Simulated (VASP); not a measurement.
Set up this calculation in VASP 6.6.1, as the native input.

```
Task                   : single point
Functional             : r2SCAN
Potentials or basis    : VASP PAW PBE potentials, release 64 (Ni, Ge_d)
Cutoff                 : 520 eV
k mesh                 : 6 × 6 × 6
Occupations            : gaussian, width 0.1 eV
Spin                   : collinear spin, ferromagnetic start
Starting moments       : [1.0, 0.0] μB
Dipole correction      : no
Further INCAR settings : ALGO = Normal; EDIFF = 1e-06; NBANDS = 23
```

NiGe:

```
Ni Ge
1.0
     2.67194    0.00000    0.00000
     0.00000    2.67194    0.00000
     0.00000    0.00000    3.63384
Ni Ge
1 1
Direct
  0.00000 0.00000 0.00000
  0.50000 0.50000 0.50000
```

One way to write it, as run:

POSCAR

```
NiGe
1.0
    2.6719410039      0.0000000000      0.0000000000
    0.0000000000      2.6719410039      0.0000000000
    0.0000000000      0.0000000000      3.6338397653
Ni Ge
1 1
Direct
    0.0000000000      0.0000000000      0.0000000000
    0.5000000000      0.5000000000      0.5000000000
```

INCAR.step1

```
SYSTEM = NiGe
  PREC = Accurate
  ENCUT = 520
  ISMEAR = 0
  SIGMA = 0.1
  LREAL = .False.
  LASPH = .True.
  NELM = 150
  ISPIN = 2
  MAGMOM = 1 0
  LMAXMIX = 4
  NBANDS = 23
  GGA = PE
  ALGO = Normal
  EDIFF = 1E-4
  LWAVE = .True.
  LCHARG = .False.
```

INCAR.step2

```
SYSTEM = NiGe
  PREC = Accurate
  ENCUT = 520
  EDIFF = 1E-6
  ISMEAR = 0
  SIGMA = 0.1
  LREAL = .False.
  LASPH = .True.
  NELM = 150
  ALGO = Normal
  ISIF = 2
  LWAVE = .False.
  LCHARG = .True.
  ISPIN = 2
  MAGMOM = 1 0
  LORBIT = 11
  LMAXMIX = 4
  METAGGA = R2SCAN
  LMIXTAU = .True.
  LELF = .True.
  LVHAR = .True.
  NBANDS = 23
  ISTART = 1
```

KPOINTS

```
regular mesh
0
Gamma
  6 6 6
  0 0 0
```

Potentials or basis: VASP PAW PBE potentials, release 64 (Ni, Ge_d).

The run is started by

```bash
$ cat potpaw_PBE.64/Ni/POTCAR potpaw_PBE.64/Ge_d/POTCAR > POTCAR
$ cp INCAR.step1 INCAR
$ mpirun -np 1 vasp_std > vasp.out
$ cp INCAR.step2 INCAR
$ mpirun -np 1 vasp_std > vasp.out
```

It gave:

| Quantity | Value |
| --- | --- |
| Pressure | -4.2 GPa |
| Band gap on the k mesh | zero (filled and empty bands overlap) |
| Net moment | 0.00 μB per cell |
| Valence electrons inside the program's atomic spheres | Ni 9.33; Ge 12.38 |

Caveat: the k points lie up to 0.39 Å⁻¹ apart, too coarse for converged energies and pressures of a metal; the moments typed at the start vanished in this run; the PAW data sets were made with another functional, which shifts forces and pressure a little.

Run time: 62 s on 1 thread of Intel(R) Xeon(R) 6975P-C (Granite Rapids), on a shared host, peak memory 0.17 GiB.
